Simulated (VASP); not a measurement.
# Ca3Zr3N2 in VASP: a series of runs

Runs on Ca3Zr3N2. Level: PBE. Tasks: single point.

Program: VASP 6.6.1. These are calculated values, not measurements. Logs are shortened: lines on timing, memory, paths and dates and some standing lists are left out, and cuts for length are marked.

**1. The cell of the first run**

The typed cell holds 8 atoms: a = 3.294 Å, b = 3.294 Å, c = 15.848 Å, α = 90.02°, β = 90.06°, γ = 89.95°.

**2. Single point, PBE**

Contents of INCAR:

```
SYSTEM = Ca3Zr3N2
  PREC = Accurate
  ENCUT = 600
  EDIFF = 1E-6
  ISMEAR = 0
  SIGMA = 0.2
  LREAL = .FALSE.
  LASPH = .TRUE.
  NELM = 120
  ALGO = Normal
  ISIF = 2
  LWAVE = .FALSE.
  LCHARG = .FALSE.
  GGA = PE
  NBANDS = 48
  GGA_COMPAT = .FALSE.
```

Contents of KPOINTS:

```
Automatic mesh
0
G
  6 6 2
  0 0 0
```

Contents of POSCAR:

```
Ca3Zr3N2
1.0
    3.2943206136      0.0014701652     -0.0016028478
    0.0014608576      3.2940674839     -0.0005908995
   -0.0080754086     -0.0029355129     15.8476843181
Ca Zr N
3 3 2
Direct
   -0.0008604752     -0.0004411263      0.6985194234
    0.0009129709      0.0004117932      0.3014771369
    0.5000675239      0.4998293282      0.5000070541
   -0.0000173834      0.0000456358      0.0000011316
    0.4994693831      0.4997997391      0.8600337198
    0.5004739118      0.5002839656      0.1399657101
    0.0005430989      0.0003035969      0.1459230800
   -0.0005890299     -0.0002329324      0.8540727440
```

Potentials or basis: VASP PAW PBE potentials, release 64 (Ca_sv, Zr_sv, N).

The run is started by

```console
$ cat potpaw_PBE.64/Ca_sv/POTCAR potpaw_PBE.64/Zr_sv/POTCAR potpaw_PBE.64/N/POTCAR > POTCAR
$ mpirun -np 1 vasp_std > vasp.out
```

OUTCAR:

```text
SYSTEM = Ca3Zr3N2
   PREC = Accurate
   ENCUT = 600
   EDIFF = 1E-6
   ISMEAR = 0
   LREAL = .FALSE.
   LASPH = .TRUE.
   NELM = 120
   ISIF = 2
   GGA = PE

 ion  position               nearest neighbor table
   1  0.999  1.000  0.699-   8 2.47   5 3.46   5 3.46   5 3.46   5 3.46
   2  0.001  0.000  0.301-   7 2.47   6 3.46   6 3.46   6 3.46   6 3.46
   3  0.500  0.500  0.500-
   4  1.000  0.000  0.000-   7 2.31   8 2.31   6 3.22   5 3.22   6 3.22   5 3.22   6 3.22   5 3.22
                             5 3.22   6 3.22
   5  0.499  0.500  0.860-   8 2.33   8 2.33   8 2.33   8 2.33   4 3.22   4 3.22   4 3.22   4 3.22
                             1 3.46   1 3.46   1 3.46   1 3.46
   6  0.500  0.500  0.140-   7 2.33   7 2.33   7 2.33   7 2.33   4 3.22   4 3.22   4 3.22   4 3.22
                             2 3.46   2 3.46   2 3.46   2 3.46
   7  0.001  0.000  0.146-   4 2.31   6 2.33   6 2.33   6 2.33   6 2.33   2 2.47
   8  0.999  1.000  0.854-   4 2.31   5 2.33   5 2.33   5 2.33   5 2.33   1 2.47

  LATTYP: Found a triclinic cell.
 ALAT       =     4.6566214684
 B/A-ratio  =     0.7073943809
 C/A-ratio  =     3.4753209031
 COS(alpha) =     0.0001761373
 COS(beta)  =     0.1434452780
 COS(gamma) =     0.7067648640

  Lattice vectors:

 A1 = (  -3.2928597560,   3.2925973187,   0.0010119483)
 A2 = (   0.0014608576,   3.2940674839,  -0.0005908995)
 A3 = (  -3.2862452050,   0.0014653477, -15.8460814703)

Analysis of symmetry for initial positions (statically):
=====================================================================
 Subroutine PRICEL returns:
 Original cell was already a primitive cell.

 Routine SETGRP: Setting up the symmetry group for a
 triclinic supercell.

 Subroutine GETGRP returns: Found  1 space group operations
 (whereof  1 operations were pure point group operations)
 out of a pool of  2 trial point group operations.

The static configuration has the point symmetry C_1 .

Analysis of symmetry for dynamics (positions and initial velocities):
=====================================================================
 Subroutine PRICEL returns:
 Original cell was already a primitive cell.

 Routine SETGRP: Setting up the symmetry group for a
 triclinic supercell.

 Subroutine GETGRP returns: Found  1 space group operations
 (whereof  1 operations were pure point group operations)
 out of a pool of  2 trial point group operations.

The dynamic configuration has the point symmetry C_1 .

 Subroutine INISYM returns: Found  1 space group operations
 (whereof  1 operations are pure point group operations),
 and found     1 'primitive' translations

----------------------------------------------------------------------------------------

                                     Primitive cell

  volume of cell :     171.9745

  direct lattice vectors                    reciprocal lattice vectors
     3.294320614  0.001470165 -0.001602848     0.303552861 -0.000134592  0.000154655
     0.001460858  3.294067484 -0.000590900    -0.000135450  0.303576122  0.000056163
    -0.008075409 -0.002935513 15.847684318     0.000030697  0.000011306  0.063100719

  length of vectors
     3.294321332  3.294067861 15.847686647     0.303552930  0.303576157  0.063100728

  position of ions in fractional coordinates (direct lattice)
     0.999139525  0.999558874  0.698519423
     0.000912971  0.000411793  0.301477137
     0.500067524  0.499829328  0.500007054
     0.999982617  0.000045636  0.000001132
     0.499469383  0.499799739  0.860033720
     0.500473912  0.500283966  0.139965710
     0.000543099  0.000303597  0.145923080
     0.999410970  0.999767068  0.854072744

  ion indices of the primitive-cell ions
   primitive index   ion index
                 1           1
                 2           2
                 3           3
                 4           4
                 5           5
                 6           6
                 7           7
                 8           8

----------------------------------------------------------------------------------------

 KPOINTS: Automatic mesh

Automatic generation of k-mesh.
 Grid dimensions read from file:
 generate k-points for:    6    6    2

 Generating k-lattice:

  Cartesian coordinates                     Fractional coordinates (reciprocal lattice)
     0.050592143 -0.000022432  0.000025776     0.166666667  0.000000000 -0.000000000
    -0.000022575  0.050596020  0.000009361    -0.000000000  0.166666667  0.000000000
     0.000015348  0.000005653  0.031550360     0.000000000  0.000000000  0.500000000

  Length of vectors
     0.050592155  0.050596026  0.031550364

  Shift w.r.t. Gamma in fractional coordinates (k-lattice)
     0.000000000  0.000000000  0.000000000

 Subroutine IBZKPT returns following result:
 ===========================================

 Found     40 irreducible k-points:

 Following reciprocal coordinates:
            Coordinates               Weight
  0.000000  0.000000  0.000000      1.000000
  0.166667  0.000000  0.000000      2.000000
  0.333333 -0.000000  0.000000      2.000000
  0.500000  0.000000 -0.000000      1.000000
 -0.000000  0.166667  0.000000      2.000000
  0.166667  0.166667  0.000000      2.000000
[... 16 lines left out ...]
  0.333333  0.000000  0.500000      2.000000
  0.500000  0.000000  0.500000      1.000000
 [... further k-points ...]
   k-points           NKPTS =     40   k-points in BZ     NKDIM =     40   number of bands    NBANDS=     48
   number of dos      NEDOS =    301   number of ions     NIONS =      8
   total plane-waves  NPLWV = 100352
   dimension x,y,z NGX =    28 NGY =   28 NGZ =  128
   dimension x,y,z NGXF=    56 NGYF=   56 NGZF=  256
   ions per type =               3   3   2
   NGX,Y,Z   is equivalent  to a cutoff of  14.13, 14.13, 13.43 a.u.
   NGXF,Y,Z  is equivalent  to a cutoff of  28.26, 28.26, 26.85 a.u.
 SYSTEM =  Ca3Zr3N2
   PREC   = accura    normal or accurate (medium, high low for compatibility)
   ISTART =      0    job   : 0-new  1-cont  2-samecut
   ICHARG =      2    charge: 1-file 2-atom 10-const
   ISPIN  =      1    spin polarized calculation?
   LNONCOLLINEAR =      F non collinear calculations
   LSORBIT =      F    spin-orbit coupling
   LASPH  =      T    aspherical Exc in radial PAW
   ENCUT  =  600.0 eV  44.10 Ry    6.64 a.u.   6.58  6.58 31.65*2*pi/ulx,y,z
   NELM   =    120;   NELMIN=  2; NELMDL= -5     # of ELM steps
   EDIFF  = 0.1E-05   stopping-criterion for ELM
   LREAL  =      F    real-space projection
   EDIFFG = 0.1E-04   stopping-criterion for IOM
   NSW    =      0    number of steps for IOM
   IBRION =     -1    ionic relax: 0-MD 1-quasi-New 2-CG
   NFREE  =      0    steps in history (QN), initial steepest desc. (CG)
   ISIF   =      2    stress and relaxation
   ISYM   =      2    0-nonsym 1-usesym 2-fastsym
   POTIM  = 0.5000    time-step for ionic-motion
   TEBEG  =    0.0;   TEEND  =   0.0 temperature during run
   PSTRESS=    0.0 pullay stress
   NELECT =      76.0000    total number of electrons
   NUPDOWN=      -1.0000    fix difference up-down
   EMIN   =  10.00;   EMAX   =-10.00  energy-range for DOS
   EFERMI =   0.00;   METHOD = LEGACY
   ISMEAR =     0;   SIGMA  =   0.20  broadening in eV -4-tet -1-fermi 0-gaus
   EFERMI_NEDOS =   21; number of points for ismear=-14 and -15
   IALGO  =     38    algorithm
   IMIX   =      4    mixing-type and parameters
     AMIX     =   0.40;   BMIX     =  1.00
     AMIX_MAG =   1.60;   BMIX_MAG =  1.00
  volume/ion in A,a.u.               =      21.50       145.07
  Fermi-wavevector in a.u.,A,eV,Ry     =   1.246976  2.356443 21.156362  1.554949
  Thomas-Fermi vector in A             =   2.381129
   LORBIT       =      0    0 simple, 1 ext, 2 COOP (PROOUT), +10 PAW based schemes
   GGA     = PE    functional components
   LHFCALC =     F    Hartree Fock is set to
   AEXX    =    0.0000 exact exchange contribution
   IVDW    =     0    specifies the selected vdW correction
   LEPSILON=     F    determine dielectric tensor
   LRPA    =     F    only Hartree local field effects (RPA)
 non-spin polarized calculation
 Gauss-broadening in eV      SIGMA  =   0.20
  energy-cutoff  :      600.00
  volume of cell :      171.97
 maximum number of plane-waves:      5793
 NGX is ok and might be reduce to    28
   NGX = 13   NGY = 13   NGZ = 63

 number of electron      76.0000001 magnetization

 Free energy of the ion-electron system (eV)
  ---------------------------------------------------
  ext. energy  EPLUGINS =         0.00000000
  ---------------------------------------------------
  free energy    TOTEN  =       -53.58992418 eV

  energy without entropy =      -53.44461541  energy(sigma->0) =      -53.51726980

 E-fermi :   5.8929     XC(G=0):  -9.9957

 val. band max:        5.8725249407   @ k =  -0.3333   0.3333   0.5000
 cond. band min:       5.9224669626   @ k =   0.5000   0.1667   0.5000
 fundamental gap:      0.0499420219
 Fermi energy:         5.8928706071

 k-point     1 :       0.0000    0.0000    0.0000
  band No.  band energies     occupation
      1     -43.0092      2.00000
      2     -42.9989      2.00000
      3     -42.5842      2.00000
      4     -35.5910      2.00000
      5     -35.0483      2.00000
      6     -35.0480      2.00000
[... 40 lines left out ...]
     47       7.9525      0.00000
     48       7.9894      0.00000

 k-point     2 :       0.1667    0.0000    0.0000
  band No.  band energies     occupation
      1     -42.9973      2.00000
      2     -42.9893      2.00000
      3     -42.5782      2.00000
      4     -35.5811      2.00000
      5     -35.0381      2.00000
      6     -35.0378      2.00000
[... 40 lines left out ...]
     47       7.9023      0.00000
     48       7.9630      0.00000

 k-point     3 :       0.3333   -0.0000    0.0000
  band No.  band energies     occupation
      1     -42.9731      2.00000
      2     -42.9701      2.00000
      3     -42.5665      2.00000
      4     -35.5611      2.00000
      5     -35.0176      2.00000
      6     -35.0173      2.00000
[... 1060 lines left out ...]
     47       7.9872      0.00000
     48       8.4408      0.00000

 k-point    24 :       0.5000    0.0000    0.5000
  band No.  band energies     occupation
      1     -42.9609      2.00000
      2     -42.9605      2.00000
      3     -42.5607      2.00000
      4     -35.5511      2.00000
      5     -35.0072      2.00000
      6     -35.0070      2.00000
[... 40 lines left out ...]
     47       8.7672      0.00000
     48       9.2100      0.00000

 [... further k-points ...]

------------------------ aborting loop because EDIFF is reached ----------------------------------------

  FORCE on cell =-STRESS in cart. coord.  units (eV):
  Direction    XX          YY          ZZ          XY          YZ          ZX
  --------------------------------------------------------------------------------------
  -------------------------------------------------------------------------------------
  Total        0.1289897      0.1417849      0.1744629     -0.0268608      0.0059251      0.0219129
  in kB        1.2017155      1.3209203      1.6253610     -0.2502446      0.0552007      0.2041485
  external PRESSURE =       1.3826656 kB  Pullay stress =       0.0000000 kB

 VOLUME and BASIS-vectors are now :
 -----------------------------------------------------------------------------
  energy-cutoff  :      600.00
  volume of cell :      171.97
      direct lattice vectors                 reciprocal lattice vectors
     3.294320614  0.001470165 -0.001602848     0.303552861 -0.000134592  0.000154655
     0.001460858  3.294067484 -0.000590900    -0.000135450  0.303576122  0.000056163
    -0.008075409 -0.002935513 15.847684318     0.000030697  0.000011306  0.063100719

 POSITION                                       TOTAL-FORCE (eV/Angst)
 -----------------------------------------------------------------------------------
      3.28731      3.29203     11.06772         0.000143      0.000393     -0.023513
      0.00057      0.00047      4.77771        -0.000476     -0.000292      0.024005
      1.64408      1.64574      7.92286        -0.000076      0.000307      0.000057
      3.29426      0.00162     -0.00158        -0.000231     -0.000107     -0.000675
      1.63920      1.64458     13.62845         0.000525     -0.000126      0.006338
      1.64832      1.64829      2.21703         0.000102     -0.000370     -0.006627
      0.00061      0.00057      2.31254        -0.000322     -0.000302     -0.005332
      3.28694      3.29226     13.53288         0.000334      0.000497      0.005746
 -----------------------------------------------------------------------------------
    total drift:                                0.000008     -0.000008     -0.000089

  FREE ENERGIE OF THE ION-ELECTRON SYSTEM (eV)
  ---------------------------------------------------
  free  energy   TOTEN  =       -53.5899241804 eV

  energy  without entropy=      -53.4446154128  energy(sigma->0) =      -53.51726980
```

Wall time 5 min (1 thread of Intel Xeon 6975P-C (Granite Rapids), shared host); peak memory 0.5 GiB.

Results:

| Item | Value |
| --- | --- |
| Free energy | -53.5899 eV |
| Pressure | 0.1 GPa |
| Largest force | 0.024 eV/Å |
| Band gap on the k mesh | zero (bands 38 and 39 overlap by 0.62 eV) |

Forces on the atoms (eV/Å):
```
Ca   0.000  0.000 -0.024
Ca   0.000  0.000  0.024
Ca   0.000  0.000  0.000
Zr   0.000  0.000 -0.001
Zr   0.001  0.000  0.006
Zr   0.000  0.000 -0.007
N    0.000  0.000 -0.005
N    0.000  0.000  0.006
```

Levels at points of the mesh, in eV from the Fermi level:
| k point | band 36 | band 37 | band 38 | band 39 | band 40 | band 41 |
| --- | --- | --- | --- | --- | --- | --- |
| (0.00, 0.00, 0.00) | -2.01 | -1.49 | -1.31 | 0.05 | 0.31 | 1.15 |
| (0.50, 0.00, 0.00) | -0.37 | -0.22 | -0.21 | 0.22 | 0.64 | 0.84 |
| (0.00, 0.50, 0.00) | -0.36 | -0.22 | -0.21 | 0.22 | 0.64 | 0.84 |
| (0.50, 0.50, 0.00) | -0.68 | -0.68 | -0.50 | -0.36 | -0.27 | 1.13 |
| (0.00, 0.00, 0.50) | -2.01 | -1.61 | -1.31 | 0.32 | 0.34 | 1.03 |
| (0.50, 0.00, 0.50) | -0.31 | -0.25 | -0.17 | 0.22 | 0.58 | 0.88 |
| (0.00, 0.50, 0.50) | -0.30 | -0.25 | -0.17 | 0.22 | 0.58 | 0.88 |
| (0.50, 0.50, 0.50) | -0.69 | -0.68 | -0.59 | -0.26 | -0.24 | 1.16 |

**3. Single point, PBE**

Contents of INCAR:

```
PREC = Accurate
ENCUT = 600
EDIFF = 1E-6
ISMEAR = 0
SIGMA = 0.1
LREAL = False
LASPH = True
NELM = 120
ALGO = Normal
ISIF = 2
LWAVE = False
LCHARG = True
GGA = PE
LELF = True
LVHAR = True
NBANDS = 48
GGA_COMPAT = False
```

Contents of KPOINTS:

```
Automatic mesh
0
Gamma
  10 10 2
```

Contents of POSCAR:

```
Ca3Zr3N2
1.0
    3.2939448866      0.0000000000      0.0000000000
    0.0000000000      3.2939448866      0.0000000000
    0.0000000000      0.0000000000     15.8708270221
Ca Zr N
3 3 2
Direct
    0.0000000000      0.0000000000      0.6988909285
    0.0000000000      0.0000000000      0.3011090715
    0.5000000000      0.5000000000      0.5000000000
    0.0000000000      0.0000000000      0.0000000000
    0.5000000000      0.5000000000      0.8603707387
    0.5000000000      0.5000000000      0.1396292613
    0.0000000000      0.0000000000      0.1457370666
    0.0000000000      0.0000000000      0.8542629334
```

Potentials or basis: VASP PAW PBE potentials, release 64 (Ca_sv, Zr_sv, N).

The run is started by

```console
$ cat potpaw_PBE.64/Ca_sv/POTCAR potpaw_PBE.64/Zr_sv/POTCAR potpaw_PBE.64/N/POTCAR > POTCAR
$ mpirun -np 1 vasp_std > vasp.out
```

It took 4.8 min on 1 thread of Intel Xeon 6975P-C (Granite Rapids), shared host; peak memory 0.53 GiB.

Results (log left out):

```yaml
Free_energy: -53.5675 eV
Pressure: 0.1 GPa
Largest_force: 0.022 eV/Å
Band_gap_on_the_k_mesh: zero (bands 38 and 39 overlap by 0.70 eV)
```

Forces on the atoms (eV/Å):
```
Ca   0.000  0.000 -0.022
Ca   0.000  0.000  0.022
Ca   0.000  0.000  0.000
Zr   0.000  0.000  0.000
Zr   0.000  0.000  0.011
Zr   0.000  0.000 -0.011
N    0.000  0.000  0.004
N    0.000  0.000 -0.004
```

Levels at points of the mesh, in eV from the Fermi level:
| k point | band 34 | band 35 | band 36 | band 37 | band 38 | band 39 | band 40 | band 41 | band 42 | band 43 |
| --- | --- | --- | --- | --- | --- | --- | --- | --- | --- | --- |
| (0.00, 0.00, 0.00) | -2.05 | -2.02 | -2.02 | -1.48 | -1.33 | 0.04 | 0.33 | 1.15 | 1.15 | 1.21 |
| (0.50, 0.00, 0.00) | -0.84 | -0.64 | -0.36 | -0.21 | -0.20 | 0.22 | 0.64 | 0.85 | 0.99 | 1.21 |
| (0.50, 0.50, 0.00) | -1.64 | -1.64 | -0.69 | -0.69 | -0.49 | -0.35 | -0.26 | 1.14 | 1.14 | 2.21 |
| (0.00, 0.00, 0.50) | -2.05 | -2.02 | -2.02 | -1.60 | -1.33 | 0.33 | 0.33 | 1.03 | 1.15 | 1.15 |
| (0.50, 0.00, 0.50) | -0.78 | -0.74 | -0.30 | -0.25 | -0.17 | 0.23 | 0.58 | 0.88 | 0.99 | 1.22 |
| (0.50, 0.50, 0.50) | -1.64 | -1.64 | -0.69 | -0.69 | -0.58 | -0.25 | -0.23 | 1.16 | 1.16 | 2.13 |

The gap in the log of VASP goes by the Fermi energy; the results here count the filled bands.